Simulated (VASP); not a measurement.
# Co (R-3m) in VASP: notebook

The runs below take Co through single point, relaxation of cell and atoms, with r2SCAN.

All numbers are computed with VASP 6.6.1; they aren't measurements. Logs are shortened: lines on timing, memory, paths and dates and some standing lists are left out, and cuts for length are marked.

## 1. The cell of the first run

The structure is trigonal, space group R-3m (No. 166). Conventional cell: a = 3.045 Å, b = 3.045 Å, c = 8.469 Å, α = 90.00°, β = 90.00°, γ = 120.00°. Co (site symmetry 3m) has 6 Co at 2.04 to 2.51 Å within 2.7 Å.

## 2. Single point, r2SCAN, collinear spin, ferromagnetic start

POSCAR reads:

```
Co
1.0
    1.5223486649      0.8789284115      2.8230130800
   -1.5223486649      0.8789284115      2.8230130800
    0.0000000000     -1.7578568230      2.8230130800
Co
2
Direct
    0.2275400000      0.2275400000      0.2275400000
    0.7724600000      0.7724600000      0.7724600000
```

INCAR.step1 reads:

```
SYSTEM = Co
PREC = Accurate ; ENCUT = 520
ISMEAR = 0 ; SIGMA = 0.1
LREAL = .FALSE. ; LASPH = .TRUE.
NELM = 150 ; ISPIN = 2
MAGMOM = 3 3 ; LMAXMIX = 4
NBANDS = 20 ; GGA = PE
ALGO = Normal ; EDIFF = 1E-4
LWAVE = .TRUE. ; LCHARG = .FALSE.
```

INCAR.step2 reads:

```
SYSTEM = Co
PREC = Accurate ; ENCUT = 520
EDIFF = 1E-6 ; ISMEAR = 0
SIGMA = 0.1 ; LREAL = .FALSE.
LASPH = .TRUE. ; NELM = 150
ALGO = Normal ; ISIF = 2
LWAVE = .FALSE. ; LCHARG = .FALSE.
ISPIN = 2 ; MAGMOM = 3 3
LORBIT = 11 ; LMAXMIX = 4
METAGGA = R2SCAN ; LMIXTAU = .TRUE.
NBANDS = 20 ; ISTART = 1
```

KPOINTS reads:

```
Automatic mesh
0
G
  9 9 9
  0 0 0
```

Potentials or basis: VASP PAW PBE potentials, release 64 (Co).

The run is started by

```
$ cat potpaw_PBE.64/Co/POTCAR > POTCAR
$ cp INCAR.step1 INCAR
$ mpirun -np 1 vasp_std > vasp.out
$ cp INCAR.step2 INCAR
$ mpirun -np 1 vasp_std > vasp.out
```

OUTCAR:

```text
SYSTEM = Co
   PREC = Accurate
   ENCUT = 520
   EDIFF = 1E-6
   ISMEAR = 0
   LREAL = .FALSE.
   LASPH = .TRUE.
   NELM = 150
   ISIF = 2
   ISPIN = 2
   LORBIT = 11
   METAGGA = R2SCAN
   ISTART = 1

 ion  position               nearest neighbor table
   1  0.228  0.228  0.228-   2 2.04   2 2.04   2 2.04   2 2.51   2 2.51   2 2.51
   2  0.772  0.772  0.772-   1 2.04   1 2.04   1 2.04   1 2.51   1 2.51   1 2.51

  LATTYP: Found a trigonal (rhomboedric) cell.
 ALAT       =     3.3255771619
 COS(alpha) =     0.5808936906

  Lattice vectors:

 A1 = (   1.5223486649,   0.8789284115,   2.8230130800)
 A2 = (  -1.5223486649,   0.8789284115,   2.8230130800)
 A3 = (   0.0000000000,  -1.7578568230,   2.8230130800)

Analysis of symmetry for initial positions (statically):
=====================================================================
 Subroutine PRICEL returns:
 Original cell was already a primitive cell.

 Routine SETGRP: Setting up the symmetry group for a
 trigonal (rhombohedral) supercell.

 Subroutine GETGRP returns: Found 12 space group operations
 (whereof 12 operations were pure point group operations)
 out of a pool of 12 trial point group operations.

The static configuration has the point symmetry D_3d.

Analysis of symmetry for dynamics (positions and initial velocities):
=====================================================================
 Subroutine PRICEL returns:
 Original cell was already a primitive cell.

 Routine SETGRP: Setting up the symmetry group for a
 trigonal (rhombohedral) supercell.

 Subroutine GETGRP returns: Found 12 space group operations
 (whereof 12 operations were pure point group operations)
 out of a pool of 12 trial point group operations.

The dynamic configuration has the point symmetry D_3d.

Analysis of structural, dynamic, and magnetic symmetry:
=====================================================================
 Subroutine PRICEL returns:
 Original cell was already a primitive cell.

 Routine SETGRP: Setting up the symmetry group for a
 trigonal (rhombohedral) supercell.

 Subroutine GETGRP returns: Found 12 space group operations
 (whereof 12 operations were pure point group operations)
 out of a pool of 12 trial point group operations.

The overall configuration has the point symmetry D_3d.

 Subroutine INISYM returns: Found 12 space group operations
 (whereof 12 operations are pure point group operations),
 and found     1 'primitive' translations

----------------------------------------------------------------------------------------

                                     Primitive cell

  volume of cell :      22.6638

  direct lattice vectors                    reciprocal lattice vectors
     1.522348665  0.878928412  2.823013080     0.328439872  0.189624848  0.118077148
    -1.522348665  0.878928412  2.823013080    -0.328439872  0.189624848  0.118077148
     0.000000000 -1.757856823  2.823013080     0.000000000 -0.379249697  0.118077148

  length of vectors
     3.325577162  3.325577162  3.325577162     0.397205923  0.397205923  0.397205923

  position of ions in fractional coordinates (direct lattice)
     0.227540000  0.227540000  0.227540000
     0.772460000  0.772460000  0.772460000

  ion indices of the primitive-cell ions
   primitive index   ion index
                 1           1
                 2           2

----------------------------------------------------------------------------------------

 KPOINTS: Automatic mesh

Automatic generation of k-mesh.
 Grid dimensions read from file:
 generate k-points for:    9    9    9

 Generating k-lattice:

  Cartesian coordinates                     Fractional coordinates (reciprocal lattice)
     0.036493319  0.021069428  0.013119683     0.111111111  0.000000000 -0.000000000
    -0.036493319  0.021069428  0.013119683     0.000000000  0.111111111 -0.000000000
     0.000000000 -0.042138855  0.013119683    -0.000000000 -0.000000000  0.111111111

  Length of vectors
     0.044133991  0.044133991  0.044133991

  Shift w.r.t. Gamma in fractional coordinates (k-lattice)
     0.000000000  0.000000000  0.000000000

 Subroutine IBZKPT returns following result:
 ===========================================

 Found     85 irreducible k-points:

 Following reciprocal coordinates:
            Coordinates               Weight
  0.000000  0.000000  0.000000      1.000000
  0.111111  0.000000  0.000000      6.000000
  0.222222  0.000000  0.000000      6.000000
  0.333333  0.000000  0.000000      6.000000
  0.444444  0.000000  0.000000      6.000000
  0.111111  0.111111  0.000000      6.000000
[... 16 lines left out ...]
 -0.333333  0.333333  0.000000      6.000000
  0.444444  0.444444 -0.000000      6.000000
 [... further k-points ...]
   k-points           NKPTS =     85   k-points in BZ     NKDIM =     85   number of bands    NBANDS=     20
   number of dos      NEDOS =    301   number of ions     NIONS =      2
   total plane-waves  NPLWV =  21952
   dimension x,y,z NGX =    28 NGY =   28 NGZ =   28
   dimension x,y,z NGXF=    56 NGYF=   56 NGZF=   56
   ions per type =               2
   NGX,Y,Z   is equivalent  to a cutoff of  14.00, 14.00, 14.00 a.u.
   NGXF,Y,Z  is equivalent  to a cutoff of  27.99, 27.99, 27.99 a.u.
 SYSTEM =  Co
   PREC   = accura    normal or accurate (medium, high low for compatibility)
   ISTART =      1    job   : 0-new  1-cont  2-samecut
   ICHARG =      0    charge: 1-file 2-atom 10-const
   ISPIN  =      2    spin polarized calculation?
   LNONCOLLINEAR =      F non collinear calculations
   LSORBIT =      F    spin-orbit coupling
   LASPH  =      T    aspherical Exc in radial PAW
   ENCUT  =  520.0 eV  38.22 Ry    6.18 a.u.   6.18  6.18  6.18*2*pi/ulx,y,z
   NELM   =    150;   NELMIN=  2; NELMDL=  0     # of ELM steps
   EDIFF  = 0.1E-05   stopping-criterion for ELM
   LREAL  =      F    real-space projection
   EDIFFG = 0.1E-04   stopping-criterion for IOM
   NSW    =      0    number of steps for IOM
   IBRION =     -1    ionic relax: 0-MD 1-quasi-New 2-CG
   NFREE  =      0    steps in history (QN), initial steepest desc. (CG)
   ISIF   =      2    stress and relaxation
   ISYM   =      2    0-nonsym 1-usesym 2-fastsym
   POTIM  = 0.5000    time-step for ionic-motion
   TEBEG  =    0.0;   TEEND  =   0.0 temperature during run
   PSTRESS=    0.0 pullay stress
   NELECT =      18.0000    total number of electrons
   NUPDOWN=      -1.0000    fix difference up-down
   EMIN   =  10.00;   EMAX   =-10.00  energy-range for DOS
   EFERMI =   0.00;   METHOD = LEGACY
   ISMEAR =     0;   SIGMA  =   0.10  broadening in eV -4-tet -1-fermi 0-gaus
   EFERMI_NEDOS =   21; number of points for ismear=-14 and -15
   IALGO  =     38    algorithm
   IMIX   =      4    mixing-type and parameters
     AMIX     =   0.40;   BMIX     =  1.00
     AMIX_MAG =   1.60;   BMIX_MAG =  1.00
  volume/ion in A,a.u.               =      11.33        76.47
  Fermi-wavevector in a.u.,A,eV,Ry     =   1.516079  2.864973 31.272917  2.298495
  Thomas-Fermi vector in A             =   2.625517
   LORBIT       =     11    0 simple, 1 ext, 2 COOP (PROOUT), +10 PAW based schemes
   METAGGA = R2SCAN    functional components
   LHFCALC =     F    Hartree Fock is set to
   AEXX    =    0.0000 exact exchange contribution
   IVDW    =     0    specifies the selected vdW correction
   LEPSILON=     F    determine dielectric tensor
   LRPA    =     F    only Hartree local field effects (RPA)
 spin polarized calculation
 Gauss-broadening in eV      SIGMA  =   0.10
  energy-cutoff  :      520.00
  volume of cell :       22.66
 maximum number of plane-waves:       625
 NGX is ok and might be reduce to    28
   NGX = 13   NGY = 13   NGZ = 13

 number of electron      17.9999998 magnetization       3.7532763

 Free energy of the ion-electron system (eV)
  ---------------------------------------------------
  ext. energy  EPLUGINS =         0.00000000
  ---------------------------------------------------
  free energy    TOTEN  =       -24.26705968 eV

  energy without entropy =      -24.25934692  energy(sigma->0) =      -24.26320330

 E-fermi :  10.1234     XC(G=0): -14.1299

 val. band max:       10.1181388343   @ k =  -0.3333   0.2222   0.1111
 cond. band min:      10.1276447638   @ k =   0.2222   0.0000   0.0000
 fundamental gap:      0.0095059295
 Fermi energy:        10.1233781902

 spin component 1

 k-point     1 :       0.0000    0.0000    0.0000
  band No.  band energies     occupation
      1       0.7579      1.00000
      2       4.5685      1.00000
      3       4.5685      1.00000
      4       4.5691      1.00000
      5       4.6651      1.00000
      6       4.6651      1.00000
[... 12 lines left out ...]
     19      30.8321      0.00000
     20      31.9642      0.00000
[... 507 lines left out ...]
 k-point    24 :       0.4444    0.4444   -0.0000
  band No.  band energies     occupation
      1       3.5343      1.00000
      2       4.6369      1.00000
      3       5.0937      1.00000
      4       5.8145      1.00000
      5       6.8223      1.00000
      6       6.8918      1.00000
[... 12 lines left out ...]
     19      38.9246      0.00000
     20      39.2083      0.00000

 [... further k-points ...]

 spin component 2

 k-point     1 :       0.0000    0.0000    0.0000
  band No.  band energies     occupation
      1       0.6128      1.00000
      2       6.2288      1.00000
      3       6.2288      1.00000
      4       6.8638      1.00000
      5       7.0863      1.00000
      6       7.0863      1.00000
[... 12 lines left out ...]
     19      31.5762      0.00000
     20      32.9678      0.00000
[... 507 lines left out ...]
 k-point    24 :       0.4444    0.4444   -0.0000
  band No.  band energies     occupation
      1       5.4428      1.00000
      2       5.5299      1.00000
      3       6.8774      1.00000
      4       7.5619      1.00000
      5       8.1247      1.00000
      6       9.7972      1.00000
[... 12 lines left out ...]
     19      39.5419      0.00000
     20      40.2269      0.00000

 [... further k-points ...]
[... 5 lines left out ...]
  --------------------------------------------------------------------------------------
  -------------------------------------------------------------------------------------
  Total        4.9431888      4.9431888      4.4557785      0.0000000      0.0000000     -0.0000000
  in kB      349.4507729    349.4507729    314.9940886      0.0000000      0.0000000     -0.0000000
  external PRESSURE =     337.9652114 kB  Pullay stress =       0.0000000 kB

 VOLUME and BASIS-vectors are now :
 -----------------------------------------------------------------------------
  energy-cutoff  :      520.00
  volume of cell :       22.66
      direct lattice vectors                 reciprocal lattice vectors
     1.522348665  0.878928412  2.823013080     0.328439872  0.189624848  0.118077148
    -1.522348665  0.878928412  2.823013080    -0.328439872  0.189624848  0.118077148
     0.000000000 -1.757856823  2.823013080     0.000000000 -0.379249697  0.118077148

 POSITION                                       TOTAL-FORCE (eV/Angst)
 -----------------------------------------------------------------------------------
      0.00000      0.00000      1.92705         0.000000     -0.000000      3.825297
      0.00000      0.00000      6.54199         0.000000      0.000000     -3.825297
 -----------------------------------------------------------------------------------
    total drift:                               -0.000000      0.000000     -0.000000

  FREE ENERGIE OF THE ION-ELECTRON SYSTEM (eV)
  ---------------------------------------------------
  free  energy   TOTEN  =       -24.2670596830 eV

  energy  without entropy=      -24.2593469233  energy(sigma->0) =      -24.26320330

 total charge

# of ion       s       p       d       tot
------------------------------------------
    1        0.588   0.553   7.397   8.537
    2        0.588   0.553   7.397   8.537
--------------------------------------------------
tot          1.176   1.105  14.793  17.074

 magnetization (x)

# of ion       s       p       d       tot
------------------------------------------
    1       -0.008  -0.019   1.901   1.874
    2       -0.008  -0.019   1.901   1.874
--------------------------------------------------
tot         -0.015  -0.037   3.801   3.749
```

Run time: 6.6 min. Hardware: 1 thread of Intel Xeon Platinum 8259CL at 2.50GHz (Skylake/Cascade Lake), shared host; peak memory 0.22 GiB.

What came out:

```yaml
Free_energy: -24.2671 eV
Pressure: 33.8 GPa
Largest_force: 3.825 eV/Å
Net_moment: 3.75 μB per cell
Site_moments: Co +1.87 μB
Valence_electrons_inside_the_program's_atomic_spheres: Co 8.54
```

Forces in eV/Å, atoms in the order of the input:
```
Co   0.000  0.000  3.825
Co   0.000  0.000 -3.825
```

Stress tensor (GPa, compression positive):
```
34.95  0.00  0.00
 0.00 34.95  0.00
 0.00  0.00 31.50
```

Caveat: the PAW data sets were made with another functional, which shifts forces and pressure a little.

[end of part 1 of 2]
